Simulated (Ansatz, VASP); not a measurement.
BeTe: VASP beside Ansatz

INCAR

```
PREC = Accurate
ENCUT = 520
EDIFF = 1E-6
ISMEAR = 1
SIGMA = 0.001
LREAL = False
LASPH = True
NELM = 80
ALGO = Normal
ISIF = 2
LWAVE = False
LCHARG = True
GGA = PE
LELF = True
LVHAR = True
NBANDS = 11
```

KPOINTS

```
Automatic mesh
0
Gamma
  6 6 6
```

The input POSCAR:

```
BeTe
1.0
    0.0000000000      2.8286228760      2.8286228760
    2.8286228760      0.0000000000      2.8286228760
    2.8286228760      2.8286228760      0.0000000000
Be Te
1 1
Direct
    0.0000000000      0.0000000000      0.0000000000
    0.2500000000      0.2500000000      0.2500000000
```

Input for Ansatz:

```yaml
crystal:
  lattice:
    - [0.0, 2.828622876, 2.828622876]
    - [2.828622876, 0.0, 2.828622876]
    - [2.828622876, 2.828622876, 0.0]
  atoms:
    - { symbol: Be, position: [0.0, 0.0, 0.0] }
    - { symbol: Te, position: [0.25, 0.25, 0.25] }
kpoints:
  mp_grid: { grid: [6, 6, 6] }
hamiltonian:
  xc: pbe
scf:
  occupations: { method: cold, width: 0.001 }
  n_extra_bands: 4
output:
  forces: true
  stress: true
  eigenvalues: true
```

Alike in both runs: task single point; functional PBE; k mesh 6 × 6 × 6; no spin polarisation.

```csv
,VASP,Ansatz
version,VASP 6.6.1,Ansatz 0.2.0
potentials or method,"VASP PAW PBE potentials, release 64 (Be, Te)",plane waves
plane-wave cutoff (eV),520,420
occupations,"methfessel-paxton of order 1, width 0.001 eV","cold, width 0.001 eV"
valence electrons in the cell,8,18
```

|  | VASP | Ansatz | Ansatz less VASP |
| --- | --- | --- | --- |
| gap on the k mesh at the Fermi level (eV) | 2.01 | 2.02 | +0.014 |
| pressure (GPa) | 0.4 | 0.2 | -0.14 |

VASP's potentials hold 8 valence electrons a cell and Ansatz's 18, so a difference there can come from the potentials and not from the codes.

Neither program's run includes spin-orbit coupling.
